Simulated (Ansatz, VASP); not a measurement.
**FeNi3 in VASP and in Ansatz**

```
Fe Ni
1.0
    -1.76698    1.76698    3.53959
     1.76698   -1.76698    3.53959
     1.76698    1.76698   -3.53959
Fe Ni
1 3
Direct
  0.00000 0.00000 0.00000
  0.50000 0.50000 0.00000
  0.75000 0.25000 0.50000
  0.25000 0.75000 0.50000
```

Alike in both runs: task single point; functional PBE; k mesh 6 × 6 × 6; occupations gaussian, width 0.1 eV; collinear spin.

|  | VASP | Ansatz |
| --- | --- | --- |
| version | VASP 6.6.1 | Ansatz 0.2.0 |
| potentials or method | VASP PAW PBE potentials, release 64 (Fe, Ni), cutoff 520 eV | scalar-relativistic, plane waves, PAW |
| valence electrons in the cell | 38 | 70 |

```tsv
	VASP	Ansatz	Ansatz less VASP
gap on the k mesh at the Fermi level (eV)	none	none	-
pressure (GPa)	1.4	1.5	+0.16
traceless stress, the component that is largest in VASP (GPa)	-0.46	-0.58	-0.120
net moment per atom (μB)	1.19	1.20	+0.012
size of the moment on the site where the two differ most (μB)	0.65	0.70	+0.057
```

Site moments also hang on the region over which each program counts them. A gap of «none» marks a metal or a gap that the smearing closes. VASP's potentials hold 38 valence electrons a cell and Ansatz's 70, so a difference there can come from the potentials and not from the codes.

The k mesh is coarse, so the values compare programs but aren't converged.
